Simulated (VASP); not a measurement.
Here is a VASP 6.6.1 calculation.

Contents of INCAR:

```
PREC = Accurate ; ENCUT = 500
EDIFF = 1E-7 ; ISMEAR = 0
SIGMA = 0.1 ; LREAL = F
LASPH = T ; NELM = 120
ALGO = Normal ; ISIF = 3
LWAVE = F ; LCHARG = F
GGA = PS ; IVDW = 12
IBRION = 2 ; NSW = 100
EDIFFG = -0.05 ; GGA_COMPAT = F
NELMIN = 4
```

KPOINTS

```
Automatic mesh
0
Gamma
  8 8 8
```

The input POSCAR:

```
Pt
1.0
    0.0000000000      1.9600000000      1.9600000000
    1.9600000000      0.0000000000      1.9600000000
    1.9600000000      1.9600000000      0.0000000000
Pt
1
Direct
    0.0000000000      0.0000000000      0.0000000000
```

Potentials or basis: VASP PAW PBE potentials, release 64 (Pt).

Command:

```bash
$ cat potpaw_PBE.64/Pt/POTCAR > POTCAR
$ mpirun -np 1 vasp_std > vasp.out
```

Q: What does it give for the relaxed cell?

A: a = 2.743 Å, b = 2.743 Å, c = 2.743 Å, α = 60.00°, β = 60.00°, γ = 60.00°.

Q: Estimate the dispersion energy per atom.

A: -0.774 eV.

The path:
```
step  energy change (eV)  largest force (eV/Å)  pressure (GPa)  volume (Å³)
   1              0.0000                0.0000           -9.55        15.06
   2              0.1497                0.0000           42.12        13.19
   3             -0.0148                0.0000           -0.41        14.60
```

Caveat: the PAW data sets were made with another functional, which shifts forces and pressure a little.
